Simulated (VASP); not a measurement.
Mn, 2 atoms in the cell. The structure is hexagonal, space group P6_3/mmc (No. 194). Conventional cell: a = 2.463 Å, b = 2.463 Å, c = 3.976 Å, α = 90.00°, β = 90.00°, γ = 120.00°. Within 3.2 Å of Mn (site symmetry -6m2) lie 12 Mn at 2.44 to 2.46 Å. This isn't the form of Mn at room conditions, which is a 58-atom cubic cell.

```yaml
Program: VASP 6.6.1
Task: single point
Functional: LDA
Potentials_or_basis: VASP PAW LDA potentials, release 64 (Mn_pv)
Cutoff: 520 eV
k_mesh: 17 × 17 × 9
Occupations: fermi-dirac, width 0.05 eV
Spin: collinear spin, antiferromagnetic start
Starting_moments: "[3.0, -3.0] μB"
Dipole_correction: no
Further_INCAR_settings: ALGO = Normal; EDIFF = 1e-07; NBANDS = 24
```

Potentials or basis: VASP PAW LDA potentials, release 64 (Mn_pv).

The run is started by

```sh
$ cat potpaw_LDA.64/Mn_pv/POTCAR > POTCAR
$ mpirun -np 1 vasp_std > vasp.out
```

Hardware: 1 thread of Intel(R) Xeon(R) Platinum 8488C (Sapphire Rapids), with other jobs on the host.

Problem. Estimate the wall time of this run.

Solution. Run time: 100 s on 1 thread of Intel(R) Xeon(R) Platinum 8488C (Sapphire Rapids), on a shared host, peak memory 0.21 GiB. Counts: scf iterations 17, k points 165.
